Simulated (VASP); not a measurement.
# Ga (Cmcm) in VASP: notebook

Runs on Ga. Level: PBEsol. Tasks: single point.

Program: VASP 6.6.1. These are calculated values, not measurements. Logs are shortened: lines on timing, memory, paths and dates and some standing lists are left out, and cuts for length are marked.

### 1 The cell of the first run

It takes space group Cmcm (No. 63, orthorhombic). The conventional cell has a = 7.478 Å, b = 4.558 Å, c = 4.397 Å, α = 90.00°, β = 90.00°, γ = 90.00°. Ga (site symmetry m) has 7 Ga at 2.43 to 2.70 Å within 3.2 Å.

### 2 Single point, PBEsol (volume scaled by 0.94)

Input file INCAR:

```
SYSTEM = Ga
ALGO = Fast
EDIFF = 1E-6
ENCUT = 520
GGA = PS
ISIF = 2
ISMEAR = -1
LASPH = .TRUE.
LCHARG = .TRUE.
LELF = .TRUE.
LREAL = .FALSE.
LVHAR = .TRUE.
LWAVE = .FALSE.
NBANDS = 34
NELM = 80
PREC = Accurate
SIGMA = 0.05
```

Input file KPOINTS:

```
k-points
0
G
  7 7 6
  0 0 0
```

Input file POSCAR:

```
Ga
1.0
    3.7390376727     -2.2791339873      0.0000000000
    3.7390376727      2.2791339873      0.0000000000
    0.0000000000      0.0000000000      4.3966312708
Ga
4
Direct
    0.6655504900      0.0096853900      0.2500000000
    0.0096853900      0.6655504900      0.7500000000
    0.3344495100      0.9903146100      0.7500000000
    0.9903146100      0.3344495100      0.2500000000
```

Potentials or basis: VASP PAW PBE potentials, release 64 (Ga_d).

Command:

```sh
cat potpaw_PBE.64/Ga_d/POTCAR > POTCAR
mpirun -np 1 vasp_std > vasp.out
```

OUTCAR:

```text
SYSTEM = Ga
   EDIFF = 1E-6
   ENCUT = 520
   GGA = PS
   ISIF = 2
   ISMEAR = -1
   LASPH = .TRUE.
   LREAL = .FALSE.
   NELM = 80
   PREC = Accurate

 ion  position               nearest neighbor table
   1  0.666  0.010  0.250-   4 2.43   4 2.63   4 2.63   3 2.66   3 2.66   2 2.70   2 2.70
   2  0.010  0.666  0.750-   3 2.43   3 2.63   3 2.63   4 2.66   4 2.66   1 2.70   1 2.70
   3  0.334  0.990  0.750-   2 2.43   2 2.63   2 2.63   1 2.66   1 2.66   4 2.70   4 2.70
   4  0.990  0.334  0.250-   1 2.43   1 2.63   1 2.63   2 2.66   2 2.66   3 2.70   3 2.70

  LATTYP: Found a base centered orthorhombic cell.
 ALAT       =     4.5582679746
 B/A-ratio  =     1.6405519349
 C/A-ratio  =     0.9645398856

  Lattice vectors:

 A1 = (  -3.7390376727,  -2.2791339873,   0.0000000000)
 A2 = (   3.7390376727,  -2.2791339873,   0.0000000000)
 A3 = (   0.0000000000,   0.0000000000,   4.3966312708)

Analysis of symmetry for initial positions (statically):
=====================================================================
 Subroutine PRICEL returns:
 Original cell was already a primitive cell.

 Routine SETGRP: Setting up the symmetry group for a
 base centered orthorhombic supercell.

 Subroutine GETGRP returns: Found  8 space group operations
 (whereof  4 operations were pure point group operations)
 out of a pool of  8 trial point group operations.

The static configuration has the point symmetry C_2h.
 The point group associated with its full space group is D_2h.

Analysis of symmetry for dynamics (positions and initial velocities):
=====================================================================
 Subroutine PRICEL returns:
 Original cell was already a primitive cell.

 Routine SETGRP: Setting up the symmetry group for a
 base centered orthorhombic supercell.

 Subroutine GETGRP returns: Found  8 space group operations
 (whereof  4 operations were pure point group operations)
 out of a pool of  8 trial point group operations.

The dynamic configuration has the point symmetry C_2h.
 The point group associated with its full space group is D_2h.

 Subroutine INISYM returns: Found  8 space group operations
 (whereof  4 operations are pure point group operations),
 and found     1 'primitive' translations

----------------------------------------------------------------------------------------

                                     Primitive cell

  volume of cell :      74.9341

  direct lattice vectors                    reciprocal lattice vectors
     3.739037673 -2.279133987  0.000000000     0.133724248 -0.219381573  0.000000000
     3.739037673  2.279133987  0.000000000     0.133724248  0.219381573  0.000000000
     0.000000000  0.000000000  4.396631271     0.000000000  0.000000000  0.227446865

  length of vectors
     4.378910190  4.378910190  4.396631271     0.256924987  0.256924987  0.227446865

  position of ions in fractional coordinates (direct lattice)
     0.665550490  0.009685390  0.250000000
     0.009685390  0.665550490  0.750000000
     0.334449510  0.990314610  0.750000000
     0.990314610  0.334449510  0.250000000

  ion indices of the primitive-cell ions
   primitive index   ion index
                 1           1
                 2           2
                 3           3
                 4           4

----------------------------------------------------------------------------------------

 KPOINTS: k-points

Automatic generation of k-mesh.
 Grid dimensions read from file:
 generate k-points for:    7    7    6

 Generating k-lattice:

  Cartesian coordinates                     Fractional coordinates (reciprocal lattice)
     0.019103464 -0.031340225  0.000000000     0.142857143 -0.000000000  0.000000000
     0.019103464  0.031340225  0.000000000    -0.000000000  0.142857143  0.000000000
     0.000000000  0.000000000  0.037907811     0.000000000  0.000000000  0.166666667

  Length of vectors
     0.036703570  0.036703570  0.037907811

  Shift w.r.t. Gamma in fractional coordinates (k-lattice)
     0.000000000  0.000000000  0.000000000

 Subroutine IBZKPT returns following result:
 ===========================================

 Found     64 irreducible k-points:

 Following reciprocal coordinates:
            Coordinates               Weight
  0.000000  0.000000  0.000000      1.000000
  0.142857  0.000000  0.000000      4.000000
  0.285714  0.000000  0.000000      4.000000
  0.428571 -0.000000  0.000000      4.000000
  0.142857  0.142857  0.000000      2.000000
  0.285714  0.142857  0.000000      4.000000
[... 16 lines left out ...]
  0.428571  0.142857  0.166667      8.000000
 -0.428571  0.142857  0.166667      8.000000
 [... further k-points ...]
   k-points           NKPTS =     64   k-points in BZ     NKDIM =     64   number of bands    NBANDS=     34
   number of dos      NEDOS =    301   number of ions     NIONS =      4
   total plane-waves  NPLWV =  46656
   dimension x,y,z NGX =    36 NGY =   36 NGZ =   36
   dimension x,y,z NGXF=    72 NGYF=   72 NGZF=   72
   ions per type =               4
   NGX,Y,Z   is equivalent  to a cutoff of  13.67, 13.67, 13.61 a.u.
   NGXF,Y,Z  is equivalent  to a cutoff of  27.33, 27.33, 27.22 a.u.
 SYSTEM =  Ga
   PREC   = accura    normal or accurate (medium, high low for compatibility)
   ISTART =      0    job   : 0-new  1-cont  2-samecut
   ICHARG =      2    charge: 1-file 2-atom 10-const
   ISPIN  =      1    spin polarized calculation?
   LNONCOLLINEAR =      F non collinear calculations
   LSORBIT =      F    spin-orbit coupling
   LASPH  =      T    aspherical Exc in radial PAW
   ENCUT  =  520.0 eV  38.22 Ry    6.18 a.u.   8.14  8.14  8.17*2*pi/ulx,y,z
   NELM   =     80;   NELMIN=  2; NELMDL= -5     # of ELM steps
   EDIFF  = 0.1E-05   stopping-criterion for ELM
   LREAL  =      F    real-space projection
   EDIFFG = 0.1E-04   stopping-criterion for IOM
   NSW    =      0    number of steps for IOM
   IBRION =     -1    ionic relax: 0-MD 1-quasi-New 2-CG
   NFREE  =      0    steps in history (QN), initial steepest desc. (CG)
   ISIF   =      2    stress and relaxation
   ISYM   =      2    0-nonsym 1-usesym 2-fastsym
   POTIM  = 0.5000    time-step for ionic-motion
   TEBEG  =    0.0;   TEEND  =   0.0 temperature during run
   PSTRESS=    0.0 pullay stress
   NELECT =      52.0000    total number of electrons
   NUPDOWN=      -1.0000    fix difference up-down
   EMIN   =  10.00;   EMAX   =-10.00  energy-range for DOS
   EFERMI =   0.00;   METHOD = LEGACY
   ISMEAR =    -1;   SIGMA  =   0.05  broadening in eV -4-tet -1-fermi 0-gaus
   EFERMI_NEDOS =   21; number of points for ismear=-14 and -15
   IALGO  =     68    algorithm
   IMIX   =      4    mixing-type and parameters
     AMIX     =   0.40;   BMIX     =  1.00
     AMIX_MAG =   1.60;   BMIX_MAG =  1.00
  volume/ion in A,a.u.               =      18.73       126.42
  Fermi-wavevector in a.u.,A,eV,Ry     =   1.449381  2.738934 28.581848  2.100707
  Thomas-Fermi vector in A             =   2.567115
   LORBIT       =      0    0 simple, 1 ext, 2 COOP (PROOUT), +10 PAW based schemes
   GGA     = PS    functional components
   LHFCALC =     F    Hartree Fock is set to
   AEXX    =    0.0000 exact exchange contribution
   IVDW    =     0    specifies the selected vdW correction
   LEPSILON=     F    determine dielectric tensor
   LRPA    =     F    only Hartree local field effects (RPA)
 non-spin polarized calculation
 RMM-DIIS sequential band-by-band and
  energy-cutoff  :      520.00
  volume of cell :       74.93
 maximum number of plane-waves:      2040
 NGX is ok and might be reduce to    36
   NGX = 17   NGY = 17   NGZ = 17

 number of electron      51.9999995 magnetization

 Free energy of the ion-electron system (eV)
  ---------------------------------------------------
  ext. energy  EPLUGINS =         0.00000000
  ---------------------------------------------------
  free energy    TOTEN  =       -13.29731986 eV

  energy without entropy =      -13.29223507  energy(sigma->0) =      -13.29477746

 E-fermi :   5.3306     XC(G=0): -10.9637

 val. band max:        5.3097853961   @ k =   0.4286  -0.0000   0.0000
 cond. band min:       5.3515929459   @ k =   0.4286   0.4286   0.5000
 fundamental gap:      0.0418075499
 Fermi energy:         5.3305964259

 k-point     1 :       0.0000    0.0000    0.0000
  band No.  band energies     occupation
      1      -9.9603      2.00000
      2      -9.9270      2.00000
      3      -9.9061      2.00000
      4      -9.8519      2.00000
      5      -9.7769      2.00000
      6      -9.7613      2.00000
[... 26 lines left out ...]
     33      11.9059      0.00000
     34      11.9983      0.00000

 k-point     2 :       0.1429    0.0000    0.0000
  band No.  band energies     occupation
      1      -9.9513      2.00000
      2      -9.9159      2.00000
      3      -9.9158      2.00000
      4      -9.8711      2.00000
      5      -9.8167      2.00000
      6      -9.8027      2.00000
[... 26 lines left out ...]
     33      11.6847      0.00000
     34      12.8346      0.00000

 k-point     3 :       0.2857    0.0000    0.0000
  band No.  band energies     occupation
      1      -9.9412      2.00000
      2      -9.9272      2.00000
      3      -9.9044      2.00000
      4      -9.8829      2.00000
      5      -9.8739      2.00000
      6      -9.8165      2.00000
[... 26 lines left out ...]
     33      11.6638      0.00000
     34      12.0016      0.00000

 k-point     4 :       0.4286   -0.0000    0.0000
  band No.  band energies     occupation
      1      -9.9604      2.00000
      2      -9.9258      2.00000
      3      -9.9072      2.00000
      4      -9.9011      2.00000
      5      -9.8321      2.00000
      6      -9.8173      2.00000
[... 26 lines left out ...]
     33      11.7621      0.00000
     34      12.3763      0.00000

 k-point     5 :       0.1429    0.1429    0.0000
  band No.  band energies     occupation
      1      -9.9403      2.00000
      2      -9.9354      2.00000
      3      -9.8934      2.00000
      4      -9.8926      2.00000
      5      -9.8085      2.00000
      6      -9.7996      2.00000
[... 621 lines left out ...]
 k-point    22 :       0.2857    0.1429    0.1667
  band No.  band energies     occupation
      1      -9.9424      2.00000
      2      -9.9261      2.00000
      3      -9.9177      2.00000
      4      -9.8723      2.00000
      5      -9.8401      2.00000
      6      -9.8182      2.00000
[... 26 lines left out ...]
     33      11.5444      0.00000
     34      12.6474      0.00000

 k-point    23 :       0.4286    0.1429    0.1667
  band No.  band energies     occupation
      1      -9.9641      2.00000
      2      -9.9374      2.00000
      3      -9.9056      2.00000
      4      -9.8858      2.00000
      5      -9.8656      2.00000
      6      -9.8190      2.00000
[... 26 lines left out ...]
     33      13.2356      0.00000
     34      13.3643      0.00000

 k-point    24 :      -0.4286    0.1429    0.1667
  band No.  band energies     occupation
      1      -9.9770      2.00000
      2      -9.9618      2.00000
      3      -9.8887      2.00000
      4      -9.8763      2.00000
      5      -9.8583      2.00000
      6      -9.8056      2.00000
[... 26 lines left out ...]
     33      13.3394      0.00000
     34      13.7890      0.00000

 [... further k-points ...]
[... 5 lines left out ...]
  --------------------------------------------------------------------------------------
  -------------------------------------------------------------------------------------
  Total        2.3144615      1.4626619      1.7955086      0.0000000     -0.0000000      0.0000000
  in kB       49.4858231     31.2733777     38.3900190      0.0000000     -0.0000000      0.0000000
  external PRESSURE =      39.7164066 kB  Pullay stress =       0.0000000 kB

 VOLUME and BASIS-vectors are now :
 -----------------------------------------------------------------------------
  energy-cutoff  :      520.00
  volume of cell :       74.93
      direct lattice vectors                 reciprocal lattice vectors
     3.739037673 -2.279133987  0.000000000     0.133724248 -0.219381573  0.000000000
     3.739037673  2.279133987  0.000000000     0.133724248  0.219381573  0.000000000
     0.000000000  0.000000000  4.396631271     0.000000000  0.000000000  0.227446865

 POSITION                                       TOTAL-FORCE (eV/Angst)
 -----------------------------------------------------------------------------------
      2.52473     -1.49480      1.09916        -0.017552      0.067851      0.000000
      2.52473      1.49480      3.29747        -0.017552     -0.067851      0.000000
      4.95334      1.49480      3.29747         0.017552     -0.067851      0.000000
      4.95334     -1.49480      1.09916         0.017552      0.067851      0.000000
 -----------------------------------------------------------------------------------
    total drift:                                0.000000      0.000000     -0.000000

  FREE ENERGIE OF THE ION-ELECTRON SYSTEM (eV)
  ---------------------------------------------------
  free  energy   TOTEN  =       -13.2973198575 eV

  energy  without entropy=      -13.2922350680  energy(sigma->0) =      -13.29477746
```

It took 2.1 min on 1 thread of Intel Xeon Platinum 8375C at 2.90GHz (Ice Lake), shared host; peak memory 0.27 GiB.

What came out:

* Free energy: -13.2973 eV
* Pressure: 4.0 GPa
* Largest force: 0.070 eV/Å
* Band gap on the k mesh: zero (band 26 reaches 5.62 eV, above the bottom of band 27 at 5.01 eV)

Forces in eV/Å, atoms in the order of the input:
```
Ga  -0.018  0.068  0.000
Ga  -0.018 -0.068  0.000
Ga   0.018 -0.068  0.000
Ga   0.018  0.068  0.000
```

Stress tensor (GPa, compression positive):
```
4.95 0.00 0.00
0.00 3.13 0.00
0.00 0.00 3.84
```

Caveat: the PAW data sets were made with another functional, which shifts forces and pressure a little.

### 3 Single point, PBEsol (volume scaled by 0.96)

Input file INCAR:

```
SYSTEM = Ga
PREC = Accurate ; ENCUT = 520
EDIFF = 1E-6 ; ISMEAR = -1
SIGMA = 0.05 ; LREAL = .FALSE.
LASPH = .TRUE. ; NELM = 100
ALGO = Fast ; ISIF = 2
LWAVE = .FALSE. ; LCHARG = .TRUE.
GGA = PS ; LELF = .TRUE.
LVHAR = .TRUE. ; NBANDS = 34
```

Input file KPOINTS:

```
Automatic mesh
0
G
  7 7 6
  0 0 0
```

Input file POSCAR:

```
Ga
1.0
    3.7653697915     -2.2951847555      0.0000000000
    3.7653697915      2.2951847555      0.0000000000
    0.0000000000      0.0000000000      4.4275944830
Ga
4
Direct
    0.6655504900      0.0096853900      0.2500000000
    0.0096853900      0.6655504900      0.7500000000
    0.3344495100      0.9903146100      0.7500000000
    0.9903146100      0.3344495100      0.2500000000
```

Potentials or basis: VASP PAW PBE potentials, release 64 (Ga_d).

Command:

```sh
cat potpaw_PBE.64/Ga_d/POTCAR > POTCAR
mpirun -np 1 vasp_std > vasp.out
```

OUTCAR:

```text
SYSTEM = Ga
   PREC = Accurate
   ENCUT = 520
   EDIFF = 1E-6
   ISMEAR = -1
   LREAL = .FALSE.
   LASPH = .TRUE.
   NELM = 100
   ISIF = 2
   GGA = PS

 ion  position               nearest neighbor table
   1  0.666  0.010  0.250-   4 2.45   4 2.65   4 2.65   3 2.67   3 2.67   2 2.72   2 2.72
   2  0.010  0.666  0.750-   3 2.45   3 2.65   3 2.65   4 2.67   4 2.67   1 2.72   1 2.72
   3  0.334  0.990  0.750-   2 2.45   2 2.65   2 2.65   1 2.67   1 2.67   4 2.72   4 2.72
   4  0.990  0.334  0.250-   1 2.45   1 2.65   1 2.65   2 2.67   2 2.67   3 2.72   3 2.72

  LATTYP: Found a base centered orthorhombic cell.
[... 1093 lines left out ...]
  -------------------------------------------------------------------------------------
  Total        1.5488383      0.8526163      1.0954743      0.0000000      0.0000000      0.0000000
  in kB       32.4260121     17.8501192     22.9345193      0.0000000      0.0000000      0.0000000
  external PRESSURE =      24.4035502 kB  Pullay stress =       0.0000000 kB

 VOLUME and BASIS-vectors are now :
 -----------------------------------------------------------------------------
  energy-cutoff  :      520.00
  volume of cell :       76.53
      direct lattice vectors                 reciprocal lattice vectors
     3.765369791 -2.295184755  0.000000000     0.132789083 -0.217847386  0.000000000
     3.765369791  2.295184755  0.000000000     0.132789083  0.217847386  0.000000000
     0.000000000  0.000000000  4.427594483     0.000000000  0.000000000  0.225856276

 POSITION                                       TOTAL-FORCE (eV/Angst)
 -----------------------------------------------------------------------------------
      2.54251     -1.50533      1.10690        -0.018175      0.049852      0.000000
      2.54251      1.50533      3.32070        -0.018175     -0.049852      0.000000
      4.98823      1.50533      3.32070         0.018175     -0.049852      0.000000
      4.98823     -1.50533      1.10690         0.018175      0.049852      0.000000
 -----------------------------------------------------------------------------------
    total drift:                                0.000000      0.000000     -0.000000

  FREE ENERGIE OF THE ION-ELECTRON SYSTEM (eV)
  ---------------------------------------------------
  free  energy   TOTEN  =       -13.3298750319 eV

  energy  without entropy=      -13.3249480162  energy(sigma->0) =      -13.32741152
```

stdout:

```text
POSCAR found type information on POSCAR Ga
 POSCAR found :  1 types and       4 ions
 scaLAPACK will be used
 -----------------------------------------------------------------------------
|                                                                             |
|                                                                             |
|     You enforced a specific xc type in the INCAR file but a different       |
|     I HOPE YOU KNOW WHAT YOU ARE DOING!                                     |
|                                                                             |
 -----------------------------------------------------------------------------

 LDA part: xc-table for (Slater+PW92), standard interpolation
 POSCAR, INCAR and KPOINTS ok, starting setup
 FFT: planning ... GRIDC
 FFT: planning ... GRID_SOFT
 FFT: planning ... GRID
 WAVECAR not read
 entering main loop
WARNING in EDDRMM: call to ZHEGV failed, returncode =   8  4     31
```

Wall time 2.5 min (1 thread of Intel Xeon Platinum 8375C at 2.90GHz (Ice Lake), shared host); peak memory 0.27 GiB.

What came out:

```yaml
Free_energy: -13.3299 eV
Pressure: 2.4 GPa
Largest_force: 0.053 eV/Å
Band_gap_on_the_k_mesh: zero (band 26 reaches 5.44 eV, above the bottom of band 27 at 4.74 eV)
```

Forces on the atoms (eV/Å):
```
Ga  -0.018  0.050  0.000
Ga  -0.018 -0.050  0.000
Ga   0.018 -0.050  0.000
Ga   0.018  0.050  0.000
```

Stress tensor (GPa, compression positive):
```
3.24 0.00 0.00
0.00 1.79 0.00
0.00 0.00 2.29
```

Caveat: the PAW data sets were made with another functional, which shifts forces and pressure a little.
